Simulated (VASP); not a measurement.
# Si (P-1) in VASP: single point with r2SCAN

Aim: the single point of Si with r2SCAN.

All numbers are computed with VASP 6.6.1; they aren't measurements. Logs are shortened: lines on timing, memory, paths and dates and some standing lists are left out, and cuts for length are marked.

## 1. The cell of the first run

The typed cell holds 8 atoms: a = 5.757 Å, b = 5.757 Å, c = 5.757 Å, α = 109.47°, β = 109.47°, γ = 109.47°.

## 2. Single point, r2SCAN (atoms displaced along a vibrational mode)

POSCAR

```
Si
1.0
   -3.3236145463      3.3236145463      3.3236145463
    3.3236145463     -3.3236145463      3.3236145463
    3.3236145463      3.3236145463     -3.3236145463
Si
8
Direct
    0.2159737810      0.1957605773      0.1938094071
    0.5220496652      0.0016718975      0.3060601992
    0.3004119679      0.5018116196      0.0000000000
    0.0221892157      0.3057394686      0.5001645640
    0.7840262190      0.8042394227      0.8061905929
    0.4779503348     -0.0016718975      0.6939398008
    0.6995880321      0.4981883804      0.0000000000
   -0.0221892157      0.6942605314      0.4998354360
```

INCAR.step1

```
SYSTEM = Si
  ALGO = Normal
  EDIFF = 1E-4
  ENCUT = 520
  GGA = PE
  ISMEAR = 0
  KPAR = 4
  LASPH = .True.
  LCHARG = .False.
  LREAL = .False.
  LWAVE = .True.
  NBANDS = 26
  NELM = 60
  PREC = Accurate
  SIGMA = 0.15
```

INCAR.step2

```
SYSTEM = Si
  ALGO = Normal
  EDIFF = 1E-7
  ENCUT = 520
  ISIF = 2
  ISMEAR = 0
  ISTART = 1
  KPAR = 4
  LASPH = .True.
  LCHARG = .False.
  LMIXTAU = .True.
  LREAL = .False.
  LWAVE = .False.
  METAGGA = R2SCAN
  NBANDS = 26
  NELM = 60
  PREC = Accurate
  SIGMA = 0.15
```

KPOINTS

```
k-points
0
Gamma
  8 8 8
  0 0 0
```

Potentials or basis: VASP PAW PBE potentials, release 64 (Si).

Launch:

```sh
$ cat potpaw_PBE.64/Si/POTCAR > POTCAR
$ cp INCAR.step1 INCAR
$ mpirun -np 4 vasp_std > vasp.out
$ cp INCAR.step2 INCAR
$ mpirun -np 4 vasp_std > vasp.out
```

OUTCAR:

```text
SYSTEM = Si
   EDIFF = 1E-7
   ENCUT = 520
   ISIF = 2
   ISMEAR = 0
   ISTART = 1
   LASPH = .True.
   LREAL = .False.
   METAGGA = R2SCAN
   NELM = 60
   PREC = Accurate

 ion  position               nearest neighbor table
   1  0.216  0.196  0.194-   5 2.34   3 2.38   4 2.41   2 2.41
   2  0.522  0.002  0.306-   6 2.34   3 2.38   4 2.41   1 2.41
   3  0.300  0.502  0.000-   7 2.30   4 2.38   2 2.38   1 2.38
   4  0.022  0.306  0.500-   8 2.33   3 2.38   2 2.41   1 2.41
   5  0.784  0.804  0.806-   1 2.34   7 2.38   8 2.41   6 2.41
   6  0.478  0.998  0.694-   2 2.34   7 2.38   8 2.41   5 2.41
   7  0.700  0.498  0.000-   3 2.30   8 2.38   6 2.38   5 2.38
   8  0.978  0.694  0.500-   4 2.33   7 2.38   6 2.41   5 2.41

  LATTYP: Found a body centered cubic cell.
 ALAT       =     6.6472290926

  Lattice vectors:

 A1 = (  -3.3236145463,   3.3236145463,   3.3236145463)
 A2 = (   3.3236145463,  -3.3236145463,   3.3236145463)
 A3 = (   3.3236145463,   3.3236145463,  -3.3236145463)

Analysis of symmetry for initial positions (statically):
=====================================================================
 Subroutine PRICEL returns:
 Original cell was already a primitive cell.

 Routine SETGRP: Setting up the symmetry group for a
 body centered cubic supercell.

 Subroutine GETGRP returns: Found  2 space group operations
 (whereof  2 operations were pure point group operations)
 out of a pool of 48 trial point group operations.

The static configuration has the point symmetry S_2 .

Analysis of symmetry for dynamics (positions and initial velocities):
=====================================================================
 Subroutine PRICEL returns:
 Original cell was already a primitive cell.

 Routine SETGRP: Setting up the symmetry group for a
 body centered cubic supercell.

 Subroutine GETGRP returns: Found  2 space group operations
 (whereof  2 operations were pure point group operations)
 out of a pool of 48 trial point group operations.

The dynamic configuration has the point symmetry S_2 .

 Subroutine INISYM returns: Found  2 space group operations
 (whereof  2 operations are pure point group operations),
 and found     1 'primitive' translations

----------------------------------------------------------------------------------------

                                     Primitive cell

  volume of cell :     146.8561

  direct lattice vectors                    reciprocal lattice vectors
    -3.323614546  3.323614546  3.323614546     0.000000000  0.150438624  0.150438624
     3.323614546 -3.323614546  3.323614546     0.150438624  0.000000000  0.150438624
     3.323614546  3.323614546 -3.323614546     0.150438624  0.150438624  0.000000000

  length of vectors
     5.756669259  5.756669259  5.756669259     0.212752343  0.212752343  0.212752343

  position of ions in fractional coordinates (direct lattice)
     0.215973781  0.195760577  0.193809407
     0.522049665  0.001671898  0.306060199
     0.300411968  0.501811620  0.000000000
     0.022189216  0.305739469  0.500164564
     0.784026219  0.804239423  0.806190593
     0.477950335  0.998328102  0.693939801
     0.699588032  0.498188380  0.000000000
     0.977810784  0.694260531  0.499835436

  ion indices of the primitive-cell ions
   primitive index   ion index
                 1           1
                 2           2
                 3           3
                 4           4
                 5           5
                 6           6
                 7           7
                 8           8

----------------------------------------------------------------------------------------

 KPOINTS: k-points

Automatic generation of k-mesh.
 Grid dimensions read from file:
 generate k-points for:    8    8    8

 Generating k-lattice:

  Cartesian coordinates                     Fractional coordinates (reciprocal lattice)
     0.000000000  0.018804828  0.018804828     0.125000000  0.000000000  0.000000000
     0.018804828  0.000000000  0.018804828     0.000000000  0.125000000  0.000000000
     0.018804828  0.018804828  0.000000000     0.000000000  0.000000000  0.125000000

  Length of vectors
     0.026594043  0.026594043  0.026594043

  Shift w.r.t. Gamma in fractional coordinates (k-lattice)
     0.000000000  0.000000000  0.000000000

 Subroutine IBZKPT returns following result:
 ===========================================

 Found    260 irreducible k-points:

 Following reciprocal coordinates:
            Coordinates               Weight
  0.000000  0.000000  0.000000      1.000000
  0.125000  0.000000  0.000000      2.000000
  0.000000  0.125000  0.000000      2.000000
  0.000000  0.000000  0.125000      2.000000
  0.125000  0.000000 -0.125000      2.000000
  0.125000 -0.125000  0.000000      2.000000
[... 16 lines left out ...]
  0.500000  0.000000  0.500000      1.000000
  0.500000  0.500000  0.000000      1.000000
 [... further k-points ...]
   k-points           NKPTS =    260   k-points in BZ     NKDIM =    260   number of bands    NBANDS=     26
   number of dos      NEDOS =    301   number of ions     NIONS =      8
   total plane-waves  NPLWV = 110592
   dimension x,y,z NGX =    48 NGY =   48 NGZ =   48
   dimension x,y,z NGXF=    96 NGYF=   96 NGZF=   96
   ions per type =               8
   NGX,Y,Z   is equivalent  to a cutoff of  13.86, 13.86, 13.86 a.u.
   NGXF,Y,Z  is equivalent  to a cutoff of  27.72, 27.72, 27.72 a.u.
 SYSTEM =  Si
   PREC   = accura    normal or accurate (medium, high low for compatibility)
   ISTART =      1    job   : 0-new  1-cont  2-samecut
   ICHARG =      0    charge: 1-file 2-atom 10-const
   ISPIN  =      1    spin polarized calculation?
   LNONCOLLINEAR =      F non collinear calculations
   LSORBIT =      F    spin-orbit coupling
   LASPH  =      T    aspherical Exc in radial PAW
   ENCUT  =  520.0 eV  38.22 Ry    6.18 a.u.  10.70 10.70 10.70*2*pi/ulx,y,z
   NELM   =     60;   NELMIN=  2; NELMDL=  0     # of ELM steps
   EDIFF  = 0.1E-06   stopping-criterion for ELM
   LREAL  =      F    real-space projection
   EDIFFG = 0.1E-05   stopping-criterion for IOM
   NSW    =      0    number of steps for IOM
   IBRION =     -1    ionic relax: 0-MD 1-quasi-New 2-CG
   NFREE  =      0    steps in history (QN), initial steepest desc. (CG)
   ISIF   =      2    stress and relaxation
   ISYM   =      2    0-nonsym 1-usesym 2-fastsym
   POTIM  = 0.5000    time-step for ionic-motion
   TEBEG  =    0.0;   TEEND  =   0.0 temperature during run
   PSTRESS=    0.0 pullay stress
   NELECT =      32.0000    total number of electrons
   NUPDOWN=      -1.0000    fix difference up-down
   EMIN   =  10.00;   EMAX   =-10.00  energy-range for DOS
   EFERMI =   0.00;   METHOD = LEGACY
   ISMEAR =     0;   SIGMA  =   0.15  broadening in eV -4-tet -1-fermi 0-gaus
   EFERMI_NEDOS =   21; number of points for ismear=-14 and -15
   IALGO  =     38    algorithm
   IMIX   =      4    mixing-type and parameters
     AMIX     =   0.40;   BMIX     =  1.00
     AMIX_MAG =   1.60;   BMIX_MAG =  1.00
  volume/ion in A,a.u.               =      18.36       123.88
  Fermi-wavevector in a.u.,A,eV,Ry     =   0.985131  1.861628 13.204236  0.970484
  Thomas-Fermi vector in A             =   2.116416
   LORBIT       =      0    0 simple, 1 ext, 2 COOP (PROOUT), +10 PAW based schemes
   METAGGA = R2SCAN    functional components
   LHFCALC =     F    Hartree Fock is set to
   AEXX    =    0.0000 exact exchange contribution
   IVDW    =     0    specifies the selected vdW correction
   LEPSILON=     F    determine dielectric tensor
   LRPA    =     F    only Hartree local field effects (RPA)
 non-spin polarized calculation
 Gauss-broadening in eV      SIGMA  =   0.15
  energy-cutoff  :      520.00
  volume of cell :      146.86
 maximum number of plane-waves:      4012
 NGX is ok and might be reduce to    48
   NGX = 21   NGY = 21   NGZ = 21

 number of electron      31.9999999 magnetization

 Free energy of the ion-electron system (eV)
  ---------------------------------------------------
  ext. energy  EPLUGINS =         0.00000000
  ---------------------------------------------------
  free energy    TOTEN  =       -68.56349655 eV

  energy without entropy =      -68.55909448  energy(sigma->0) =      -68.56129552

 E-fermi :   7.0922     XC(G=0): -10.3790

 val. band max:        6.9911083788   @ k =   0.5000   0.3750   0.5000
 cond. band min:       7.1214900700   @ k =   0.5000   0.5000   0.3750
 fundamental gap:      0.1303816911
 Fermi energy:         7.0921874386

 k-point     1 :       0.0000    0.0000    0.0000
  band No.  band energies     occupation
      1      -6.2515      2.00000
      2      -1.6642      2.00000
      3      -1.3950      2.00000
      4      -1.3144      2.00000
      5      -1.3127      2.00000
      6       0.2689      2.00000
[... 18 lines left out ...]
     25      12.7799      0.00000
     26      13.3075      0.00000

 k-point     2 :       0.1250    0.0000    0.0000
  band No.  band energies     occupation
      1      -6.1515      2.00000
      2      -2.0585      2.00000
      3      -1.6945      2.00000
      4      -1.5728      2.00000
      5      -1.1168      2.00000
      6       0.1714      2.00000
[... 18 lines left out ...]
     25      12.8056      0.00000
     26      12.8614      0.00000

 k-point     3 :       0.0000    0.1250    0.0000
  band No.  band energies     occupation
      1      -6.1512      2.00000
      2      -2.0307      2.00000
      3      -1.7526      2.00000
      4      -1.5630      2.00000
      5      -1.0904      2.00000
      6       0.1336      2.00000
[... 572 lines left out ...]
 k-point    23 :       0.5000    0.0000    0.5000
  band No.  band energies     occupation
      1      -4.7735      2.00000
      2      -4.5899      2.00000
      3      -2.3668      2.00000
      4      -2.3457      2.00000
      5      -0.6216      2.00000
      6      -0.5698      2.00000
[... 18 lines left out ...]
     25      11.9041      0.00000
     26      12.1074      0.00000

 k-point    24 :       0.5000    0.5000    0.0000
  band No.  band energies     occupation
      1      -4.7662      2.00000
      2      -4.5991      2.00000
      3      -2.3657      2.00000
      4      -2.3420      2.00000
      5      -0.6163      2.00000
      6      -0.5768      2.00000
[... 18 lines left out ...]
     25      11.9213      0.00000
     26      12.0899      0.00000

 [... further k-points ...]

------------------------ aborting loop because EDIFF is reached ----------------------------------------

  FORCE on cell =-STRESS in cart. coord.  units (eV):
  Direction    XX          YY          ZZ          XY          YZ          ZX
  --------------------------------------------------------------------------------------
  -------------------------------------------------------------------------------------
  Total       -0.4241418     -0.4249988     -0.4324712      0.4666227     -0.3869198      0.3871894
  in kB       -4.6273223     -4.6366718     -4.7181946      5.0907818     -4.2212357      4.2241771
  external PRESSURE =      -4.6607296 kB  Pullay stress =       0.0000000 kB

 VOLUME and BASIS-vectors are now :
 -----------------------------------------------------------------------------
  energy-cutoff  :      520.00
  volume of cell :      146.86
      direct lattice vectors                 reciprocal lattice vectors
    -3.323614546  3.323614546  3.323614546     0.000000000  0.150438624  0.150438624
     3.323614546 -3.323614546  3.323614546     0.150438624  0.000000000  0.150438624
     3.323614546  3.323614546 -3.323614546     0.150438624  0.150438624  0.000000000

 POSITION                                       TOTAL-FORCE (eV/Angst)
 -----------------------------------------------------------------------------------
      0.57697      0.71133      0.72430         0.252364     -0.180693     -0.206482
     -0.71231      2.74676      0.72342         0.168440     -0.253848     -0.220282
      0.66937     -0.66937      2.66628         0.024999     -0.024683     -0.061835
      2.60477      0.71994     -0.57245         0.210690     -0.197938     -0.262066
      2.74665      2.61229      2.59932        -0.252364      0.180693      0.206482
      4.03592      0.57685      2.60019        -0.168440      0.253848      0.220282
     -0.66937      0.66937      3.98095        -0.024999      0.024683      0.061835
      0.71885      2.60367      3.89606        -0.210690      0.197938      0.262066
 -----------------------------------------------------------------------------------
    total drift:                                0.000000      0.000000     -0.000000

  FREE ENERGIE OF THE ION-ELECTRON SYSTEM (eV)
  ---------------------------------------------------
  free  energy   TOTEN  =       -68.5634965537 eV

  energy  without entropy=      -68.5590944833  energy(sigma->0) =      -68.56129552
```

It took 47 min on 4 MPI ranks of Oxide Virtual Turin-like, shared host; peak memory 0.81 GiB.

What came out:

```
Free energy            : -68.5635 eV
Pressure               : -0.5 GPa
Largest force          : 0.390 eV/Å
Band gap on the k mesh : zero (bands 16 and 17 overlap by 0.04 eV)
```

Forces on the atoms (eV/Å):
```
Si   0.252 -0.181 -0.206
Si   0.168 -0.254 -0.220
Si   0.025 -0.025 -0.062
Si   0.211 -0.198 -0.262
Si  -0.252  0.181  0.206
Si  -0.168  0.254  0.220
Si  -0.025  0.025  0.062
Si  -0.211  0.198  0.262
```

Levels at points of the mesh, in eV from the Fermi level:
```csv
k point,band 12,band 13,band 14,band 15,band 16,band 17,band 18,band 19,band 20,band 21
"(0.00, 0.00, 0.00)",-4.31,-4.15,-1.58,-1.58,-0.96,1.77,1.84,1.84,3.82,3.98
"(0.50, 0.00, 0.00)",-2.78,-2.55,-2.21,-1.48,-1.36,0.51,0.53,2.01,2.29,2.44
"(0.00, 0.50, 0.00)",-2.83,-2.34,-2.24,-1.55,-1.41,0.50,0.57,2.04,2.22,2.34
"(0.00, 0.00, 0.50)",-2.83,-2.34,-2.22,-1.54,-1.43,0.51,0.57,2.04,2.25,2.31
"(0.50, 0.00, 0.50)",-2.79,-2.54,-2.22,-1.49,-1.35,0.52,0.52,1.99,2.27,2.45
"(0.50, 0.50, 0.00)",-2.78,-2.54,-2.24,-1.47,-1.35,0.51,0.52,2.01,2.31,2.43
"(0.00, 0.50, 0.50)",-2.82,-2.37,-2.21,-1.54,-1.42,0.50,0.57,2.06,2.25,2.32
"(0.50, 0.50, 0.50)",-2.72,-2.71,-0.45,0.06,0.07,0.12,2.91,2.95,3.09,3.11
```

Caveat: the cell differs from its parent crystal (atoms displaced along a vibrational mode); semilocal functionals underestimate gaps, and a narrow one can read as zero; the PAW data sets were made with another functional, which shifts forces and pressure a little.

The gap in the log of VASP goes by the Fermi energy; the results here count the filled bands.